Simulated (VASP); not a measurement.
# CdSe (F-43m) in VASP: single point with r2SCAN

Aim: the single point of CdSe with r2SCAN.

All numbers are computed with VASP 6.6.1; they aren't measurements. Logs are shortened: lines on timing, memory, paths and dates and some standing lists are left out, and cuts for length are marked.

## (1) The cell of the first run

It takes space group F-43m (No. 216, cubic). Conventional cell: a = 6.136 Å, b = 6.136 Å, c = 6.136 Å, α = 90.00°, β = 90.00°, γ = 90.00°. Cd (site symmetry -43m) has 4 Se at 2.66 Å within 3.5 Å. Within 3.5 Å of Se (site symmetry -43m) lie 4 Cd at 2.66 Å.

## (2) Single point, r2SCAN, non-collinear spin, zero start, spin-orbit coupling

Input file POSCAR:

```
CdSe
1.0
    0.0000000000      3.0677809654      3.0677809654
    3.0677809654      0.0000000000      3.0677809654
    3.0677809654      3.0677809654      0.0000000000
Cd Se
1 1
Direct
    0.0000000000      0.0000000000      0.0000000000
    0.2500000000      0.2500000000      0.2500000000
```

Input file INCAR.step1:

```
SYSTEM = CdSe
ALGO = Normal ; EDIFF = 1E-4
ENCUT = 520 ; GGA = PE
GGA_COMPAT = .FALSE. ; ISMEAR = -1
LASPH = .TRUE. ; LCHARG = .FALSE.
LREAL = .FALSE. ; LSORBIT = .TRUE.
LWAVE = .TRUE. ; MAGMOM = 0 0 0 0 0 0
NBANDS = 30 ; NELM = 150
PREC = Accurate ; SIGMA = 0.02
```

Input file INCAR.step2:

```
SYSTEM = CdSe
ALGO = Normal ; EDIFF = 1E-7
ENCUT = 520 ; GGA_COMPAT = .FALSE.
ISIF = 2 ; ISMEAR = -1
ISTART = 1 ; LASPH = .TRUE.
LCHARG = .FALSE. ; LMIXTAU = .TRUE.
LORBIT = 11 ; LORBMOM = .TRUE.
LREAL = .FALSE. ; LSORBIT = .TRUE.
LWAVE = .FALSE. ; MAGMOM = 0 0 0 0 0 0
METAGGA = R2SCAN ; NBANDS = 30
NELM = 150 ; PREC = Accurate
SIGMA = 0.02
```

Input file KPOINTS:

```
k-points
0
G
  8 8 8
  0 0 0
```

Potentials or basis: VASP PAW PBE potentials, release 64 (Cd, Se).

Run with:

```bash
cat potpaw_PBE.64/Cd/POTCAR potpaw_PBE.64/Se/POTCAR > POTCAR
cp INCAR.step1 INCAR
mpirun -np 1 vasp_ncl > vasp.out
cp INCAR.step2 INCAR
mpirun -np 1 vasp_ncl > vasp.out
```

OUTCAR:

```text
SYSTEM = CdSe
   EDIFF = 1E-7
   ENCUT = 520
   ISIF = 2
   ISMEAR = -1
   ISTART = 1
   LASPH = .TRUE.
   LORBIT = 11
   LREAL = .FALSE.
   LSORBIT = .TRUE.
   METAGGA = R2SCAN
   NELM = 150
   PREC = Accurate

 ion  position               nearest neighbor table
   1  0.000  0.000  0.000-   2 2.66   2 2.66   2 2.66   2 2.66
   2  0.250  0.250  0.250-   1 2.66   1 2.66   1 2.66   1 2.66

  LATTYP: Found a face centered cubic cell.
 ALAT       =     6.1355619308

  Lattice vectors:

 A1 = (   0.0000000000,   3.0677809654,   3.0677809654)
 A2 = (   3.0677809654,   0.0000000000,   3.0677809654)
 A3 = (   3.0677809654,   3.0677809654,   0.0000000000)

Analysis of symmetry for initial positions (statically):
=====================================================================
 Subroutine PRICEL returns:
 Original cell was already a primitive cell.

 Routine SETGRP: Setting up the symmetry group for a
 face centered cubic supercell.

 Subroutine GETGRP returns: Found 24 space group operations
 (whereof 24 operations were pure point group operations)
 out of a pool of 48 trial point group operations.

The static configuration has the point symmetry T_d .

Analysis of symmetry for dynamics (positions and initial velocities):
=====================================================================
 Subroutine PRICEL returns:
 Original cell was already a primitive cell.

 Routine SETGRP: Setting up the symmetry group for a
 face centered cubic supercell.

 Subroutine GETGRP returns: Found 24 space group operations
 (whereof 24 operations were pure point group operations)
 out of a pool of 48 trial point group operations.

The dynamic configuration has the point symmetry T_d .

Analysis of structural, dynamic, and magnetic symmetry:
=====================================================================
 Subroutine PRICEL returns:
 Original cell was already a primitive cell.

 Routine SETGRP: Setting up the symmetry group for a
 face centered cubic supercell.

 Subroutine GETGRP returns: Found 24 space group operations
 (whereof 24 operations were pure point group operations)
 out of a pool of 48 trial point group operations.

The overall configuration has the point symmetry T_d .

 Subroutine INISYM returns: Found 24 space group operations
 (whereof 24 operations are pure point group operations),
 and found     1 'primitive' translations

----------------------------------------------------------------------------------------

                                     Primitive cell

  volume of cell :      57.7435

  direct lattice vectors                    reciprocal lattice vectors
     0.000000000  3.067780965  3.067780965    -0.162984257  0.162984257  0.162984257
     3.067780965  0.000000000  3.067780965     0.162984257 -0.162984257  0.162984257
     3.067780965  3.067780965  0.000000000     0.162984257  0.162984257 -0.162984257

  length of vectors
     4.338497448  4.338497448  4.338497448     0.282297013  0.282297013  0.282297013

  position of ions in fractional coordinates (direct lattice)
     0.000000000  0.000000000  0.000000000
     0.250000000  0.250000000  0.250000000

  ion indices of the primitive-cell ions
   primitive index   ion index
                 1           1
                 2           2

----------------------------------------------------------------------------------------

 KPOINTS: k-points

Automatic generation of k-mesh.
 Grid dimensions read from file:
 generate k-points for:    8    8    8

 Generating k-lattice:

  Cartesian coordinates                     Fractional coordinates (reciprocal lattice)
    -0.020373032  0.020373032  0.020373032     0.125000000  0.000000000  0.000000000
     0.020373032 -0.020373032  0.020373032     0.000000000  0.125000000  0.000000000
     0.020373032  0.020373032 -0.020373032     0.000000000  0.000000000  0.125000000

  Length of vectors
     0.035287127  0.035287127  0.035287127

  Shift w.r.t. Gamma in fractional coordinates (k-lattice)
     0.000000000  0.000000000  0.000000000

 Subroutine IBZKPT returns following result:
 ===========================================

 Found     43 irreducible k-points:

 Following reciprocal coordinates:
            Coordinates               Weight
  0.000000  0.000000  0.000000      1.000000
  0.125000  0.000000  0.000000      4.000000
 -0.125000  0.000000  0.000000      4.000000
  0.250000  0.000000  0.000000      4.000000
 -0.250000  0.000000  0.000000      4.000000
  0.375000  0.000000  0.000000      4.000000
[... 16 lines left out ...]
 -0.375000 -0.250000  0.000000     12.000000
  0.500000  0.250000  0.000000     12.000000
 [... further k-points ...]
   k-points           NKPTS =     43   k-points in BZ     NKDIM =     43   number of bands    NBANDS=     30
   number of dos      NEDOS =    301   number of ions     NIONS =      2
[... 31 lines left out ...]
   ISMEAR =    -1;   SIGMA  =   0.02  broadening in eV -4-tet -1-fermi 0-gaus
   EFERMI_NEDOS =   21; number of points for ismear=-14 and -15
   IALGO  =     38    algorithm
   IMIX   =      4    mixing-type and parameters
     AMIX     =   0.40;   BMIX     =  1.00
     AMIX_MAG =   1.60;   BMIX_MAG =  1.00
  volume/ion in A,a.u.               =      28.87       194.84
  Fermi-wavevector in a.u.,A,eV,Ry     =   1.110021  2.097636 16.764382  1.232147
  Thomas-Fermi vector in A             =   2.246568
   LORBIT       =     11    0 simple, 1 ext, 2 COOP (PROOUT), +10 PAW based schemes
   METAGGA = R2SCAN    functional components
   LHFCALC =     F    Hartree Fock is set to
   AEXX    =    0.0000 exact exchange contribution
   IVDW    =     0    specifies the selected vdW correction
   LEPSILON=     F    determine dielectric tensor
   LRPA    =     F    only Hartree local field effects (RPA)
  energy-cutoff  :      520.00
  volume of cell :       57.74
 maximum number of plane-waves:      3176
   NGX = 17   NGY = 17   NGZ = 17

 number of electron      18.0000008 magnetization      -0.0000000     -0.0000000     -0.0000000

 number of electron      18.0000008 magnetization       0.0000000     -0.0000000     -0.0000000

 number of electron      18.0000008 magnetization       0.0000000     -0.0000000      0.0000000

 Free energy of the ion-electron system (eV)
  ---------------------------------------------------
  ext. energy  EPLUGINS =         0.00000000
  ---------------------------------------------------
  free energy    TOTEN  =       -35.96185795 eV

  energy without entropy =      -35.96185795  energy(sigma->0) =      -35.96185795

 E-fermi :   1.0128     XC(G=0):  -9.3034

 val. band max:        0.5547380031   @ k =   0.0000   0.0000   0.0000
 cond. band min:       1.4650424321   @ k =   0.0000   0.0000   0.0000
 fundamental gap:      0.9103044290
 Fermi energy:         1.0128297724

 k-point     1 :       0.0000    0.0000    0.0000
  band No.  band energies     occupation
      1     -12.4334      1.00000
      2     -12.4334      1.00000
      3      -7.9324      1.00000
      4      -7.9324      1.00000
      5      -7.9324      1.00000
      6      -7.9324      1.00000
[... 781 lines left out ...]
     29      13.3707      0.00000
     30      13.3820      0.00000

 [... further k-points ...]

------------------------ aborting loop because EDIFF is reached ----------------------------------------

  FORCE on cell =-STRESS in cart. coord.  units (eV):
  Direction    XX          YY          ZZ          XY          YZ          ZX
  --------------------------------------------------------------------------------------
  -------------------------------------------------------------------------------------
  Total        0.0605300      0.0605300      0.0605300      0.0000000      0.0000000      0.0000000
  in kB        1.6794932      1.6794932      1.6794932      0.0000000      0.0000000      0.0000000
  external PRESSURE =       1.6794932 kB  Pullay stress =       0.0000000 kB

 VOLUME and BASIS-vectors are now :
 -----------------------------------------------------------------------------
  energy-cutoff  :      520.00
  volume of cell :       57.74
      direct lattice vectors                 reciprocal lattice vectors
     0.000000000  3.067780965  3.067780965    -0.162984257  0.162984257  0.162984257
     3.067780965  0.000000000  3.067780965     0.162984257 -0.162984257  0.162984257
     3.067780965  3.067780965  0.000000000     0.162984257  0.162984257 -0.162984257

 POSITION                                       TOTAL-FORCE (eV/Angst)
 -----------------------------------------------------------------------------------
      0.00000      0.00000      0.00000         0.000000      0.000000      0.000000
      1.53389      1.53389      1.53389        -0.000000     -0.000000     -0.000000
 -----------------------------------------------------------------------------------
    total drift:                                0.000000      0.000000      0.000000

  FREE ENERGIE OF THE ION-ELECTRON SYSTEM (eV)
  ---------------------------------------------------
  free  energy   TOTEN  =       -35.9618579491 eV

  energy  without entropy=      -35.9618579491  energy(sigma->0) =      -35.96185795

 orbital moment (x)

 # of ion     p       d       tot
 ----------------------------------------
  1         0.000  -0.000  -0.000
  2         0.000  -0.000   0.000
 ----------------------------------------
            0.000  -0.000  -0.000

 orbital moment (y)

 # of ion     p       d       tot
 ----------------------------------------
  1         0.000   0.000   0.000
  2        -0.000  -0.000  -0.000
 ----------------------------------------
           -0.000   0.000   0.000

 orbital moment (z)

 # of ion     p       d       tot
 ----------------------------------------
  1         0.000   0.000   0.000
  2         0.000   0.000   0.000
 ----------------------------------------
            0.000   0.000   0.000

 Spin-Orbit-Coupling matrix elements

 Ion:    1  E_soc:     -0.0549642
 l=   1
     0.0000000    -0.0023932    -0.0023932
    -0.0023932     0.0000000    -0.0023932
    -0.0023932    -0.0023932     0.0000000
 l=   2
     0.0000000    -0.0013786     0.0000000    -0.0013786    -0.0053889
    -0.0013786     0.0000000    -0.0040417    -0.0013786    -0.0013472
     0.0000000    -0.0040417     0.0000000    -0.0040417     0.0000000
    -0.0013786    -0.0013786    -0.0040417     0.0000000    -0.0013472
    -0.0053889    -0.0013472     0.0000000    -0.0013472     0.0000000
 l=   3
     0.0000000     0.0000000     0.0000000     0.0000000     0.0000000     0.0000000     0.0000000
     0.0000000     0.0000000     0.0000000     0.0000000     0.0000000     0.0000000     0.0000000
     0.0000000     0.0000000     0.0000000     0.0000000     0.0000000     0.0000000     0.0000000
     0.0000000     0.0000000     0.0000000     0.0000000     0.0000000     0.0000000     0.0000000
     0.0000000     0.0000000     0.0000000     0.0000000     0.0000000     0.0000000     0.0000000
     0.0000000     0.0000000     0.0000000     0.0000000     0.0000000     0.0000000     0.0000000
     0.0000000     0.0000000     0.0000000     0.0000000     0.0000000     0.0000000     0.0000000

 Ion:    2  E_soc:     -0.0374950
 l=   1
     0.0000000    -0.0062423    -0.0062423
    -0.0062423     0.0000000    -0.0062423
    -0.0062423    -0.0062423     0.0000000
 l=   2
     0.0000000    -0.0000033     0.0000000    -0.0000033    -0.0000036
    -0.0000033     0.0000000    -0.0000027    -0.0000033    -0.0000009
     0.0000000    -0.0000027     0.0000000    -0.0000027     0.0000000
    -0.0000033    -0.0000033    -0.0000027     0.0000000    -0.0000009
    -0.0000036    -0.0000009     0.0000000    -0.0000009     0.0000000
 l=   3
     0.0000000     0.0000000     0.0000000     0.0000000     0.0000000     0.0000000     0.0000000
     0.0000000     0.0000000     0.0000000     0.0000000     0.0000000     0.0000000     0.0000000
     0.0000000     0.0000000     0.0000000     0.0000000     0.0000000     0.0000000     0.0000000
     0.0000000     0.0000000     0.0000000     0.0000000     0.0000000     0.0000000     0.0000000
     0.0000000     0.0000000     0.0000000     0.0000000     0.0000000     0.0000000     0.0000000
     0.0000000     0.0000000     0.0000000     0.0000000     0.0000000     0.0000000     0.0000000
     0.0000000     0.0000000     0.0000000     0.0000000     0.0000000     0.0000000     0.0000000

 total charge

# of ion       s       p       d       tot
------------------------------------------
    1        0.418   0.294   9.572  10.284
    2        1.439   2.439   0.020   3.898
--------------------------------------------------
tot          1.857   2.733   9.592  14.182

 magnetization (x)

# of ion       s       p       d       tot
------------------------------------------
    1        0.000   0.000  -0.000   0.000
    2        0.000  -0.000   0.000  -0.000
--------------------------------------------------
tot          0.000   0.000  -0.000   0.000

 magnetization (y)

# of ion       s       p       d       tot
------------------------------------------
    1        0.000   0.000   0.000   0.000
    2        0.000   0.000   0.000   0.000
--------------------------------------------------
tot          0.000   0.000   0.000   0.000

 magnetization (z)

# of ion       s       p       d       tot
------------------------------------------
    1        0.000   0.000   0.000   0.000
    2        0.000  -0.000  -0.000   0.000
--------------------------------------------------
tot          0.000  -0.000   0.000   0.000
```

It took 5.3 min on 1 thread of Intel Xeon 6975P-C (Granite Rapids), shared host; peak memory 0.43 GiB.

What came out:

* Free energy: -35.9619 eV
* Pressure: 0.2 GPa
* Net moment: 0.00 μB per cell
* Valence electrons inside the program's atomic spheres: Cd 10.28; Se 3.90

Moments on the atoms (μB; x, y, z):
```
Cd  0.00 0.00 0.00
Se  0.00 0.00 0.00
```

Caveat: the structure was generated, so it needn't be the stable form of CdSe; the PAW data sets were made with another functional, which shifts forces and pressure a little.
